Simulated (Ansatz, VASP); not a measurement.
Given: the input of a run of Ansatz 0.2.0 on SiC2.

Contents of input:

```
crystal:
  lattice:
    - [2.46491, 0.0, 0.0]
    - [-1.23245, 2.13467, 0.0]
    - [0.0, 0.0, 7.12745]
  atoms:
    - { symbol: Si, position: [0.0, 0.0, 0.0] }
    - { symbol: C, position: [0.33333, 0.66667, 0.5] }
    - { symbol: C, position: [0.66667, 0.33333, 0.5] }
hamiltonian:
  xc: { exchange: pbe, correlation: pbe, exx: { coeff: 0.15, omega: 0.2 } }
  pseudopotentials: { kind: paw }
kpoints:
  mp_grid: { grid: [6, 6, 2] }
scf:
  occupations: { method: fermi_dirac, width: 0.05 }
output:
  forces: true
  stress: true
  eigenvalues: true
```

Question: Set up the same calculation for VASP 6.6.1. Potentials there: VASP PAW PBE potentials, release 64 (Si, C).

Answer: As run (the cutoff follows the program's own potentials):

Contents of POSCAR:

```
SiC2
1.0
    2.4649100000      0.0000000000      0.0000000000
   -1.2324500000      2.1346700000      0.0000000000
    0.0000000000      0.0000000000      7.1274500000
Si C
1 2
Direct
    0.0000000000      0.0000000000      0.0000000000
    0.3333300000      0.6666700000      0.5000000000
    0.6666700000      0.3333300000      0.5000000000
```

File INCAR.step1:

```
PREC = Accurate
ENCUT = 520
EDIFF = 1E-5
ISMEAR = -1
SIGMA = 0.05
LREAL = F
LASPH = T
NELM = 80
ALGO = Normal
ISIF = 2
LWAVE = T
LCHARG = F
GGA = PE
NBANDS = 13
```

File INCAR.step2:

```
PREC = Accurate
ENCUT = 520
EDIFF = 1E-7
ISMEAR = -1
SIGMA = 0.05
LREAL = F
LASPH = T
NELM = 80
ALGO = Normal
ISIF = 2
LWAVE = F
LCHARG = F
GGA = PE
LHFCALC = T
AEXX = 0.15
HFSCREEN = 0.2
PRECFOCK = Normal
ISTART = 1
NBANDS = 13
```

File KPOINTS:

```
regular mesh
0
Gamma
  6 6 2
```

Potentials or basis: VASP PAW PBE potentials, release 64 (Si, C).

The run is started by

```sh
$ cat potpaw_PBE.64/Si/POTCAR potpaw_PBE.64/C/POTCAR > POTCAR
$ cp INCAR.step1 INCAR
$ mpirun -np 1 vasp_std > vasp.out
$ cp INCAR.step2 INCAR
$ mpirun -np 1 vasp_std > vasp.out
```

Both were run:

|  | VASP | Ansatz | Ansatz less VASP |
| --- | --- | --- | --- |
| gap on the k mesh at the Fermi level (eV) | none | none | - |
| pressure (GPa) | 0.7 | 0.5 | -0.15 |
| traceless stress, the component that is largest in VASP (GPa) | 2.07 | 2.26 | +0.196 |

VASP's potentials were made for PBE, not for PBE-based screened hybrid. A gap of «none» marks a metal or a gap that the smearing closes. With one functional, cell and mesh, what is left measures potentials, basis and numerics.

The k mesh is coarse, so the values compare programs but aren't converged.
